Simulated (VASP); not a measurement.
Runs of VASP 6.6.1 on AlNi. The structure is that of space group Pm-3m (No. 221), or close to it. The cells are those of the table. 

```tsv
cell	k mesh	smearing	gap on the mesh (eV)	pressure (GPa)
a = 2.916, b = 2.916, c = 2.926 Å, 2 atoms	16 × 16 × 14	gaussian 0.1 eV	none	-9.3
a = 2.802, b = 2.802, c = 2.810 Å, 2 atoms	16 × 16 × 14	gaussian 0.1 eV	none	12.2
a = 2.774, b = 2.774, c = 2.779 Å, 2 atoms	16 × 16 × 14	gaussian 0.1 eV	none	(a)
a = 2.860, b = 2.860, c = 2.927 Å, 2 atoms	18 × 18 × 18	gaussian 0.1 eV	none	-3.5
a = 2.860, b = 2.860, c = 2.870 Å, 2 atoms	12 × 12 × 12	gaussian 0.15 eV	none	-0.2
a = 2.742, b = 2.742, c = 2.747 Å, 2 atoms	16 × 16 × 14	gaussian 0.1 eV	none	29.3
a = 2.860, b = 2.860, c = 2.870 Å, 2 atoms	18 × 18 × 18	gaussian 0.1 eV	none	-0.3
a = 2.838, b = 2.838, c = 2.956 Å, 2 atoms	18 × 18 × 18	gaussian 0.1 eV	none	-2.7
a = 2.831, b = 2.831, c = 2.908 Å, 2 atoms	18 × 18 × 18	gaussian 0.1 eV	none	1.0
a = 2.888, b = 2.888, c = 2.898 Å, 2 atoms	16 × 16 × 14	gaussian 0.1 eV	none	(b)
a = 2.803, b = 2.803, c = 2.948 Å, 2 atoms	18 × 18 × 18	gaussian 0.1 eV	none	2.3
a = 2.714, b = 2.714, c = 2.714 Å, 2 atoms	16 × 16 × 16	gaussian 0.1 eV	none	39.6
```

Alike in all rows: task single point; level r2SCAN; potentials or basis VASP PAW PBE potentials, release 64 (Al, Ni); no spin polarisation; cutoff (eV) 520.

Task: Fill in the values left out.

Result: (a) 19.7; (b) -5.1.

Caveats: the PAW data sets were made with another functional, which shifts forces and pressure a little; the cell stands under pressure (at least some runs); the cell stands under tension (at least some runs).

A gap of «none» marks levels without a gap at the run's occupations.
